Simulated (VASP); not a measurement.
Wanted: the native input for a VASP 6.6.1 run.

- Task: single point
- Functional: PBE
- Potentials or basis: VASP PAW PBE potentials, release 64 (Hf_pv)
- Cutoff: 500 eV
- k mesh: 18 × 18 × 10
- Occupations: gaussian, width 0.15 eV
- Spin: no spin polarisation
- Dipole correction: no
- Further INCAR settings: ALGO = Normal; EDIFF = 1e-06; NBANDS = 17

The structure of Hf lies in POSCAR:

```
Hf
1.0
    3.3170000000      0.0000000000      0.0000000000
   -1.6585000000      2.8726062644      0.0000000000
    0.0000000000      0.0000000000      5.0676933209
Hf
2
Direct
    0.3333333333      0.6666666667      0.2500000000
    0.6666666667      0.3333333333      0.7500000000
```

The input as run:

INCAR

```
SYSTEM = Hf
PREC = Accurate
ENCUT = 500
EDIFF = 1E-6
ISMEAR = 0
SIGMA = 0.15
LREAL = .False.
LASPH = .True.
NELM = 120
ALGO = Normal
ISIF = 2
LWAVE = .False.
LCHARG = .False.
GGA = PE
NBANDS = 17
GGA_COMPAT = .False.
```

KPOINTS

```
regular mesh
0
Gamma
  18 18 10
  0 0 0
```

Potentials or basis: VASP PAW PBE potentials, release 64 (Hf_pv).

Launch:

```sh
$ cat potpaw_PBE.64/Hf_pv/POTCAR > POTCAR
$ mpirun -np 1 vasp_std > vasp.out
```

Results of the run:

* Pressure: -6.9 GPa
* Band gap on the k mesh: zero (band 10 reaches 5.48 eV, above the bottom of band 11 at 3.94 eV)

Caveat: spin-orbit coupling is left out, which moves the levels of the heavy elements.

Run time: 73 s on 1 thread of Intel Xeon 6975P-C, with other jobs on the host, peak memory 0.27 GiB.
